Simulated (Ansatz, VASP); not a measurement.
# Zn3SeS2: VASP beside Ansatz

File INCAR:

```
SYSTEM = Zn3SeS2
ALGO = Normal ; EDIFF = 1E-6
ENCUT = 520 ; GGA = PE
ISIF = 2 ; ISMEAR = 0
LASPH = .True. ; LCHARG = .True.
LELF = .True. ; LREAL = .False.
LVHAR = .True. ; LWAVE = .False.
NBANDS = 66 ; NELM = 60
PREC = Accurate ; SIGMA = 0.1
```

File KPOINTS:

```
k-points
0
Gamma
  6 6 1
  0 0 0
```

Contents of POSCAR:

```
Zn3SeS2
1.0
    3.9121030114      0.0000000000      0.0000000000
   -1.9560515057      3.3879805901      0.0000000000
    0.0000000000      0.0000000000     19.2675246000
Zn Se S
6 2 4
Direct
    0.3333333333      0.6666666667      0.0068870000
    0.3333333333      0.6666666667      0.3301870000
    0.3333333333      0.6666666667      0.6684450000
    0.6666666667      0.3333333333      0.1684450000
    0.6666666667      0.3333333333      0.5068870000
    0.6666666667      0.3333333333      0.8301870000
    0.3333333333      0.6666666667      0.4591170000
    0.6666666667      0.3333333333      0.9591170000
    0.3333333333      0.6666666667      0.1291390000
    0.3333333333      0.6666666667      0.7912250000
    0.6666666667      0.3333333333      0.2912250000
    0.6666666667      0.3333333333      0.6291390000
```

Input for Ansatz:

```yaml
crystal:
  lattice:
    - [3.9121030114, 0.0, 0.0]
    - [-1.9560515057, 3.3879805901, 0.0]
    - [0.0, 0.0, 19.2675246]
  atoms:
    - { symbol: Zn, position: [0.3333333333, 0.6666666667, 0.006887] }
    - { symbol: Zn, position: [0.3333333333, 0.6666666667, 0.330187] }
    - { symbol: Zn, position: [0.3333333333, 0.6666666667, 0.668445] }
    - { symbol: Zn, position: [0.6666666667, 0.3333333333, 0.168445] }
    - { symbol: Zn, position: [0.6666666667, 0.3333333333, 0.506887] }
    - { symbol: Zn, position: [0.6666666667, 0.3333333333, 0.830187] }
    - { symbol: Se, position: [0.3333333333, 0.6666666667, 0.459117] }
    - { symbol: Se, position: [0.6666666667, 0.3333333333, 0.959117] }
    - { symbol: S, position: [0.3333333333, 0.6666666667, 0.129139] }
    - { symbol: S, position: [0.3333333333, 0.6666666667, 0.791225] }
    - { symbol: S, position: [0.6666666667, 0.3333333333, 0.291225] }
    - { symbol: S, position: [0.6666666667, 0.3333333333, 0.629139] }
basis:
  ecutwfc: 420
kpoints:
  mp_grid: { grid: [6, 6, 1] }
hamiltonian:
  xc: pbe
scf:
  occupations: { method: gaussian, width: 0.1 }
  lower_state_search: "off"
output:
  forces: true
  stress: true
  eigenvalues: true
```

Alike in both runs: task single point; functional PBE; k mesh 6 × 6 × 1; occupations gaussian, width 0.1 eV; no spin polarisation.

|  | VASP | Ansatz |
| --- | --- | --- |
| version | VASP 6.6.1 | Ansatz 0.2.0 |
| potentials or method | VASP PAW PBE potentials, release 64 (Zn, Se, S), cutoff 520 eV | scalar-relativistic, plane waves, PAW |
| valence electrons in the cell | 108 | 128 |

Ansatz gave:

```
gap on the k mesh at the Fermi level (eV) : 1.48
least direct gap on the mesh (eV)         : 1.48
pressure (GPa)                            : 0.0
```

Task: Which values does VASP return?

Result: gap on the k mesh at the Fermi level (eV): 1.48; least direct gap on the mesh (eV): 1.48; pressure (GPa): 0.2.

The functional is the same, so the differences come from potentials, cutoffs and numerics. VASP's potentials hold 108 valence electrons a cell and Ansatz's 128, so a difference there can come from the potentials and not from the codes.
